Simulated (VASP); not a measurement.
# Ti (P6_3/mmc) in VASP: further runs

The runs below take Ti through relaxation of shape and atoms at fixed volume, single point, relaxation of cell and atoms, with PBE.

Program: VASP 6.6.1. These are calculated values, not measurements. Logs are shortened: lines on timing, memory, paths and dates and some standing lists are left out, and cuts for length are marked.

## (1) The cell of the first run

The structure is hexagonal, space group P6_3/mmc (No. 194). The conventional cell has a = 2.815 Å, b = 2.815 Å, c = 4.461 Å, α = 90.00°, β = 90.00°, γ = 120.00°. Ti (site symmetry -6m2) has 12 Ti at 2.76 to 2.81 Å within 3.6 Å.

## (2) Relaxation of shape and atoms at fixed volume, PBE (volume scaled by 0.88)

INCAR reads:

```
  ALGO = Fast
  EDIFF = 1E-6
  EDIFFG = -0.01
  ENCUT = 600
  GGA = PE
  IBRION = 2
  ISIF = 4
  ISMEAR = 0
  LASPH = T
  LCHARG = F
  LREAL = F
  LWAVE = F
  NELM = 100
  NSW = 50
  PREC = Accurate
  SIGMA = 0.1
```

KPOINTS reads:

```
k-points
0
Gamma
  18 18 10
```

POSCAR reads:

```
Ti
1.0
    2.8145413063      0.0000000000      0.0000000000
   -1.4072706532      2.4374642713      0.0000000000
    0.0000000000      0.0000000000      4.4610380394
Ti
2
Direct
    0.3333333333      0.6666666667      0.2500000000
    0.6666666667      0.3333333333      0.7500000000
```

Potentials or basis: VASP PAW PBE potentials, release 64 (Ti_sv).

Run with:

```console
> cat potpaw_PBE.64/Ti_sv/POTCAR > POTCAR
> mpirun -np 1 vasp_std > vasp.out
```

OUTCAR:

```text
EDIFF = 1E-6
   EDIFFG = -0.01
   ENCUT = 600
   GGA = PE
   IBRION = 2
   ISIF = 4
   ISMEAR = 0
   LASPH = T
   LREAL = F
   NELM = 100
   NSW = 50
   PREC = Accurate

 ion  position               nearest neighbor table
   1  0.333  0.667  0.250-   2 2.76   2 2.76   2 2.76   2 2.76   2 2.76   2 2.76
   2  0.667  0.333  0.750-   1 2.76   1 2.76   1 2.76   1 2.76   1 2.76   1 2.76

  LATTYP: Found a hexagonal cell.
 ALAT       =     2.8145413063
 C/A-ratio  =     1.5849964715

  Lattice vectors:

 A1 = (   2.8145413063,   0.0000000000,   0.0000000000)
 A2 = (  -1.4072706532,   2.4374642713,   0.0000000000)
 A3 = (   0.0000000000,   0.0000000000,   4.4610380394)

Analysis of symmetry for initial positions (statically):
=====================================================================
 Subroutine PRICEL returns:
 Original cell was already a primitive cell.

 Routine SETGRP: Setting up the symmetry group for a
 hexagonal supercell.

 Subroutine GETGRP returns: Found 24 space group operations
 (whereof 12 operations were pure point group operations)
 out of a pool of 24 trial point group operations.

The static configuration has the point symmetry D_3d.
 The point group associated with its full space group is D_6h.

Analysis of symmetry for dynamics (positions and initial velocities):
=====================================================================
 Subroutine PRICEL returns:
 Original cell was already a primitive cell.

 Routine SETGRP: Setting up the symmetry group for a
 hexagonal supercell.

 Subroutine GETGRP returns: Found 24 space group operations
 (whereof 12 operations were pure point group operations)
 out of a pool of 24 trial point group operations.

The dynamic configuration has the point symmetry D_3d.
 The point group associated with its full space group is D_6h.

 Subroutine INISYM returns: Found 24 space group operations
 (whereof 12 operations are pure point group operations),
 and found     1 'primitive' translations

----------------------------------------------------------------------------------------

                                     Primitive cell

  volume of cell :      30.6043

  direct lattice vectors                    reciprocal lattice vectors
     2.814541306  0.000000000  0.000000000     0.355297681  0.205131212  0.000000000
    -1.407270653  2.437464271  0.000000000     0.000000000  0.410262424  0.000000000
     0.000000000  0.000000000  4.461038039     0.000000000  0.000000000  0.224163074

  length of vectors
     2.814541306  2.814541306  4.461038039     0.410262424  0.410262424  0.224163074

  position of ions in fractional coordinates (direct lattice)
     0.333333333  0.666666667  0.250000000
     0.666666667  0.333333333  0.750000000

  ion indices of the primitive-cell ions
   primitive index   ion index
                 1           1
                 2           2

----------------------------------------------------------------------------------------

 KPOINTS: k-points

Automatic generation of k-mesh.
 Grid dimensions read from file:
 generate k-points for:   18   18   10

 Generating k-lattice:

  Cartesian coordinates                     Fractional coordinates (reciprocal lattice)
     0.019738760  0.011396178  0.000000000     0.055555556  0.000000000  0.000000000
     0.000000000  0.022792357  0.000000000     0.000000000  0.055555556  0.000000000
     0.000000000  0.000000000  0.022416307     0.000000000  0.000000000  0.100000000

  Length of vectors
     0.022792357  0.022792357  0.022416307

  Shift w.r.t. Gamma in fractional coordinates (k-lattice)
     0.000000000  0.000000000  0.000000000

 Subroutine IBZKPT returns following result:
 ===========================================

 Found    222 irreducible k-points:

 Following reciprocal coordinates:
            Coordinates               Weight
  0.000000  0.000000  0.000000      1.000000
[... 45 lines left out ...]
   NSW    =     50    number of steps for IOM
   IBRION =      2    ionic relax: 0-MD 1-quasi-New 2-CG
   NFREE  =      1    steps in history (QN), initial steepest desc. (CG)
   ISIF   =      4    stress and relaxation
   ISYM   =      2    0-nonsym 1-usesym 2-fastsym
   POTIM  = 0.5000    time-step for ionic-motion
   TEBEG  =    0.0;   TEEND  =   0.0 temperature during run
   PSTRESS=    0.0 pullay stress
   NELECT =      24.0000    total number of electrons
   NUPDOWN=      -1.0000    fix difference up-down
   EMIN   =  10.00;   EMAX   =-10.00  energy-range for DOS
   EFERMI =   0.00;   METHOD = LEGACY
   ISMEAR =     0;   SIGMA  =   0.10  broadening in eV -4-tet -1-fermi 0-gaus
   EFERMI_NEDOS =   21; number of points for ismear=-14 and -15
   IALGO  =     68    algorithm
   IMIX   =      4    mixing-type and parameters
     AMIX     =   0.40;   BMIX     =  1.00
     AMIX_MAG =   1.60;   BMIX_MAG =  1.00
  volume/ion in A,a.u.               =      15.30       103.26
  Fermi-wavevector in a.u.,A,eV,Ry     =   1.509679  2.852880 31.009459  2.279131
  Thomas-Fermi vector in A             =   2.619969
   LORBIT       =      0    0 simple, 1 ext, 2 COOP (PROOUT), +10 PAW based schemes
   GGA     = PE    functional components
   LHFCALC =     F    Hartree Fock is set to
   AEXX    =    0.0000 exact exchange contribution
   IVDW    =     0    specifies the selected vdW correction
   LEPSILON=     F    determine dielectric tensor
   LRPA    =     F    only Hartree local field effects (RPA)
 conjugate gradient relaxation of ions
 non-spin polarized calculation
 RMM-DIIS sequential band-by-band and
 Gauss-broadening in eV      SIGMA  =   0.10
  energy-cutoff  :      600.00
  volume of cell :       30.60
 maximum number of plane-waves:      1041
 NGX is ok and might be reduce to    24
   NGX = 11   NGY = 11   NGZ = 17

--------------------------------------- Ionic step        1  -------------------------------------------

 number of electron      23.9999998 magnetization

 Free energy of the ion-electron system (eV)
  ---------------------------------------------------
  ext. energy  EPLUGINS =         0.00000000
  ---------------------------------------------------
  free energy    TOTEN  =       -15.47258328 eV

  energy without entropy =      -15.46355997  energy(sigma->0) =      -15.46807163

------------------------ aborting loop because EDIFF is reached ----------------------------------------

  FORCE on cell =-STRESS in cart. coord.  units (eV):
  Direction    XX          YY          ZZ          XY          YZ          ZX
  --------------------------------------------------------------------------------------
  -------------------------------------------------------------------------------------
  Total        3.2982480      3.2982480      3.3473881     -0.0000000     -0.0000000      0.0000000
  in kB      172.6680877    172.6680877    175.2406432     -0.0000000     -0.0000000      0.0000000
  external PRESSURE =     173.5256062 kB  Pullay stress =       0.0000000 kB

 VOLUME and BASIS-vectors are now :
 -----------------------------------------------------------------------------
  energy-cutoff  :      600.00
  volume of cell :       30.60
      direct lattice vectors                 reciprocal lattice vectors
     2.814541306  0.000000000  0.000000000     0.355297681  0.205131212  0.000000000
    -1.407270653  2.437464271  0.000000000     0.000000000  0.410262424  0.000000000
     0.000000000  0.000000000  4.461038039     0.000000000  0.000000000  0.224163074

 POSITION                                       TOTAL-FORCE (eV/Angst)
 -----------------------------------------------------------------------------------
     -0.00000      1.62498      1.11526         0.000000     -0.000000      0.000000
      1.40727      0.81249      3.34578        -0.000000      0.000000      0.000000
 -----------------------------------------------------------------------------------
    total drift:                                0.000000     -0.000000      0.000000

  FREE ENERGIE OF THE ION-ELECTRON SYSTEM (eV)
  ---------------------------------------------------
  free  energy   TOTEN  =       -15.4725832839 eV

  energy  without entropy=      -15.4635599695  energy(sigma->0) =      -15.46807163

--------------------------------------- Ionic step        2  -------------------------------------------

 number of electron      23.9999997 magnetization

 Free energy of the ion-electron system (eV)
  ---------------------------------------------------
  ext. energy  EPLUGINS =         0.00000000
  ---------------------------------------------------
  free energy    TOTEN  =       -15.47261357 eV

  energy without entropy =      -15.46358729  energy(sigma->0) =      -15.46810043

 E-fermi :   9.7536     XC(G=0): -12.1080

 val. band max:        9.7529520557   @ k =   0.0556   0.0000   0.3000
 cond. band min:       9.7573131653   @ k =   0.0000   0.0000   0.4000
 fundamental gap:      0.0043611097
 Fermi energy:         9.7535907625

 k-point     1 :       0.0000    0.0000    0.0000
  band No.  band energies     occupation
      1     -46.9214      2.00000
      2     -46.6966      2.00000
      3     -23.6712      2.00000
      4     -22.7305      2.00000
      5     -22.7305      2.00000
      6     -22.6178      2.00000
[... 433 lines left out ...]
      3     -23.4062      2.00000
      4     -23.2276      2.00000
      5     -23.2131      2.00000
      6     -22.9804      2.00000
[... 8 lines left out ...]
     15      11.0916      0.00000
     16      13.3709      0.00000

 [... further k-points ...]
[... 5 lines left out ...]
  --------------------------------------------------------------------------------------
  -------------------------------------------------------------------------------------
  Total        3.3181608      3.3181608      3.3373559     -0.0000000      0.0000000      0.0000000
  in kB      173.7105539    173.7105539    174.7154427     -0.0000000      0.0000000      0.0000000
  external PRESSURE =     174.0455168 kB  Pullay stress =       0.0000000 kB

 VOLUME and BASIS-vectors are now :
 -----------------------------------------------------------------------------
  energy-cutoff  :      600.00
  volume of cell :       30.60
      direct lattice vectors                 reciprocal lattice vectors
     2.813429697 -0.000000000  0.000000000     0.355438062  0.205212261  0.000000000
    -1.406714849  2.436501590  0.000000000     0.000000000  0.410424522  0.000000000
     0.000000000 -0.000000000  4.464563921    -0.000000000 -0.000000000  0.223986042

 POSITION                                       TOTAL-FORCE (eV/Angst)
 -----------------------------------------------------------------------------------
     -0.00000      1.62433      1.11614        -0.000000      0.000000      0.000000
      1.40671      0.81217      3.34842         0.000000     -0.000000      0.000000
 -----------------------------------------------------------------------------------
    total drift:                                0.000000     -0.000000      0.000000

  FREE ENERGIE OF THE ION-ELECTRON SYSTEM (eV)
  ---------------------------------------------------
  free  energy   TOTEN  =       -15.4726135742 eV

  energy  without entropy=      -15.4635872902  energy(sigma->0) =      -15.46810043

 reached required accuracy - stopping structural energy minimisation
```

Run time: 3.9 min. Hardware: 1 thread of AMD EPYC 9R45 (Zen 5), shared host; peak memory 0.21 GiB.

What came out:

```yaml
Free_energy: -15.4726 eV
Energy_gained_by_relaxing: 0.0 meV/atom
Ionic_steps: 2
Pressure_after_relaxing: 17.4 GPa
Band_gap_on_the_k_mesh: zero (band 12 reaches 10.65 eV, above the bottom of band 13 at 9.44 eV)
```

Final structure:
```cif
data_structure
_symmetry_space_group_name_H-M 'P 1'
_symmetry_Int_Tables_number 1
_cell_length_a 2.8134
_cell_length_b 2.8134
_cell_length_c 4.4646
_cell_angle_alpha 90.000
_cell_angle_beta 90.000
_cell_angle_gamma 120.000
_cell_volume 30.60
loop_
_atom_site_label
_atom_site_type_symbol
_atom_site_fract_x
_atom_site_fract_y
_atom_site_fract_z
_atom_site_occupancy
Ti1 Ti 0.33333 0.66667 0.25000 1
Ti2 Ti 0.66667 0.33333 0.75000 1
```

Caveat: the cell differs from its parent crystal (volume scaled by 0.88).

## (3) Relaxation of shape and atoms at fixed volume, PBE (volume scaled by 0.91)

INCAR reads:

```
SYSTEM = Ti
PREC = Accurate ; ENCUT = 600
EDIFF = 1E-6 ; ISMEAR = 0
SIGMA = 0.1 ; LREAL = .False.
LASPH = .True. ; NELM = 100
ALGO = Fast ; ISIF = 4
LWAVE = .False. ; LCHARG = .False.
GGA = PE ; IBRION = 2
NSW = 50 ; EDIFFG = -0.01
```

KPOINTS reads:

```
regular mesh
0
Gamma
  18 18 10
  0 0 0
```

POSCAR reads:

```
Ti
1.0
    2.8461680131      0.0000000000      0.0000000000
   -1.4230840066      2.4648538028      0.0000000000
    0.0000000000      0.0000000000      4.5111662581
Ti
2
Direct
    0.3333333333      0.6666666667      0.2500000000
    0.6666666667      0.3333333333      0.7500000000
```

Potentials or basis: VASP PAW PBE potentials, release 64 (Ti_sv).

Run with:

```console
> cat potpaw_PBE.64/Ti_sv/POTCAR > POTCAR
> mpirun -np 1 vasp_std > vasp.out
```

It took 3.2 min on 1 thread of AMD EPYC 9R45 (Zen 5), shared host; peak memory 0.21 GiB.

The run converged. Its results:

```
Free energy             : -15.5686 eV
Pressure after relaxing : 11.9 GPa
Band gap on the k mesh  : zero (band 12 reaches 10.19 eV, above the bottom of band 13 at 9.04 eV)
```

Stress tensor (GPa, compression positive):
```
11.88  0.00  0.00
 0.00 11.88  0.00
 0.00  0.00 12.02
```

Final structure:
```
Ti
1.0
     2.84617    0.00000    0.00000
    -1.42308    2.46485    0.00000
     0.00000    0.00000    4.51117
Ti
2
Direct
  0.33333 0.66667 0.25000
  0.66667 0.33333 0.75000
```

Levels at points of the mesh, in eV from the Fermi level:
```csv
k point,band 8,band 9,band 10,band 11,band 12,band 13,band 14,band 15,band 16
"(0.00, 0.00, 0.00)",-32.44,-6.43,-2.94,0.81,0.81,0.94,1.04,1.38,1.38
"(0.50, 0.00, 0.00)",-32.54,-2.48,-2.46,-2.11,-0.52,0.49,0.71,1.31,3.74
"(0.00, 0.00, 0.50)",-32.51,-4.44,-4.44,0.07,0.07,0.71,0.71,0.71,0.71
"(0.50, 0.00, 0.50)",-32.65,-2.81,-2.81,-0.94,-0.94,1.60,1.60,1.90,1.90
```

Caveat: the cell differs from its parent crystal (volume scaled by 0.91); the relaxation stopped at its first step, so nothing moved.

## (4) Single point, PBE

This run uses another cell than the first one, of 17.46 Å³/atom, 1.141 times its volume.

INCAR reads:

```
SYSTEM = Ti
  ALGO = Normal
  EDIFF = 1E-6
  ENCUT = 500
  GGA = PE
  GGA_COMPAT = .False.
  ISIF = 2
  ISMEAR = -1
  LASPH = .True.
  LCHARG = .True.
  LELF = .True.
  LREAL = .False.
  LVHAR = .True.
  LWAVE = .False.
  NBANDS = 19
  NELM = 120
  PREC = Accurate
  SIGMA = 0.15
```

KPOINTS reads:

```
k-points
0
Gamma
  18 18 10
  0 0 0
```

POSCAR reads:

```
Ti
1.0
    2.9405230319      0.0000000000      0.0000000000
   -1.4702615159      2.5465676460      0.0000000000
    0.0000000000      0.0000000000      4.6640088940
Ti
2
Direct
    0.3333333333      0.6666666667      0.2500000000
    0.6666666667      0.3333333333      0.7500000000
```

Run with:

```console
> cat potpaw_PBE.64/Ti_sv/POTCAR > POTCAR
> mpirun -np 1 vasp_std > vasp.out
```

Wall time 91 s (1 thread of Intel Xeon 6975P-C, shared host); peak memory 0.24 GiB.

The run converged. Its results:

* Free energy: -15.7587 eV
* Pressure: -0.3 GPa
* Band gap on the k mesh: zero (band 12 reaches 9.06 eV, above the bottom of band 13 at 7.95 eV)

Levels at points of the mesh, in eV from the Fermi level:
| k point | band 10 | band 11 | band 12 | band 13 | band 14 | band 15 |
| --- | --- | --- | --- | --- | --- | --- |
| (0.00, 0.00, 0.00) | -2.63 | 0.79 | 0.82 | 0.82 | 0.93 | 1.31 |
| (0.50, 0.00, 0.00) | -2.10 | -1.78 | -0.58 | 0.54 | 0.67 | 1.22 |
| (0.00, 0.00, 0.50) | -4.31 | 0.13 | 0.13 | 0.73 | 0.73 | 0.73 |
| (0.50, 0.00, 0.50) | -2.48 | -0.76 | -0.76 | 1.36 | 1.36 | 1.78 |

## (5) Relaxation of cell and atoms, PBE

This run uses another cell than the first one, of 17.39 Å³/atom, 1.136 times its volume.

INCAR reads:

```
PREC = Accurate
ENCUT = 500
EDIFF = 1E-7
ISMEAR = -1
SIGMA = 0.15
LREAL = False
LASPH = True
NELM = 120
ALGO = Normal
ISIF = 3
LWAVE = False
LCHARG = False
GGA = PE
IBRION = 2
NSW = 80
EDIFFG = -0.001
GGA_COMPAT = False
NELMIN = 4
```

KPOINTS reads:

```
Automatic mesh
0
Gamma
  18 18 10
```

POSCAR reads:

```
Ti
1.0
    2.9385821062      0.0000000000      0.0000000000
   -1.4692910531      2.5448867551      0.0000000000
    0.0000000000      0.0000000000      4.6504271809
Ti
2
Direct
    0.3333333333      0.6666666667      0.2500000000
    0.6666666667      0.3333333333      0.7500000000
```

Run with:

```console
> cat potpaw_PBE.64/Ti_sv/POTCAR > POTCAR
> mpirun -np 1 vasp_std > vasp.out
```

Run time: 4.9 min. Hardware: 1 thread of Intel Xeon 6975P-C, shared host; peak memory 0.24 GiB.

It converged, with:

```
Free energy                            : -15.7586 eV
Relaxed volume                         : 17.41 Å³/atom
Relaxed cell                           : a = 2.938 Å, b = 2.938 Å, c = 4.659 Å, α = 90.00°, β = 90.00°, γ = 120.00°
Space group after relaxing (to 0.05 Å) : P6_3/mmc (No. 194)
Energy gained by relaxing              : 0.0 meV/atom
Ionic steps                            : 7
Pressure after relaxing                : 0.0 GPa
Band gap on the k mesh                 : zero (band 12 reaches 9.09 eV, above the bottom of band 13 at 7.98 eV)
```

Final structure:
```
CELL_PARAMETERS angstrom
2.93770 0.00000 0.00000
-1.46885 2.54412 0.00000
0.00000 0.00000 4.65944
ATOMIC_POSITIONS crystal
Ti 0.33333 0.66667 0.25000
Ti 0.66667 0.33333 0.75000
```

Levels at points of the mesh, in eV from the Fermi level:
```tsv
k point	band 9	band 10	band 11	band 12	band 13	band 14	band 15	band 16
(0.00, 0.00, 0.00)	-6.16	-2.64	0.80	0.82	0.82	0.93	1.31	1.31
(0.50, 0.00, 0.00)	-2.30	-2.11	-1.79	-0.58	0.54	0.67	1.22	3.38
(0.00, 0.00, 0.50)	-4.31	-4.31	0.13	0.13	0.73	0.73	0.73	0.73
(0.50, 0.00, 0.50)	-2.49	-2.49	-0.77	-0.77	1.37	1.37	1.78	1.78
```

## (6) The runs side by side

```csv
task,cell,cutoff (eV),smearing,gap on the mesh (eV),pressure (GPa)
relaxation of shape and atoms at fixed volume,"relaxed from a = 2.815, b = 2.815, c = 4.461 Å, angles 90.0, 90.0, 120.0°, 2 atoms",600,gaussian 0.1 eV,none,17.4
relaxation of shape and atoms at fixed volume,"relaxed from a = 2.846, b = 2.846, c = 4.511 Å, angles 90.0, 90.0, 120.0°, 2 atoms",600,gaussian 0.1 eV,none,11.9
single point,"a = 2.941, b = 2.941, c = 4.664 Å, angles 90.0, 90.0, 120.0°, 2 atoms",500,fermi-dirac 0.15 eV,none,-0.3
relaxation of cell and atoms,"relaxed from a = 2.939, b = 2.939, c = 4.650 Å, angles 90.0, 90.0, 120.0°, 2 atoms",500,fermi-dirac 0.15 eV,none,0.0
```

Alike in all rows: level PBE; potentials or basis VASP PAW PBE potentials, release 64 (Ti_sv); no spin polarisation; k mesh 18 × 18 × 10.

Caveats: the relaxation stopped at its first step, so nothing moved (some runs).

Total energies depend on the potentials used, so only differences within one code and one set of settings carry meaning.
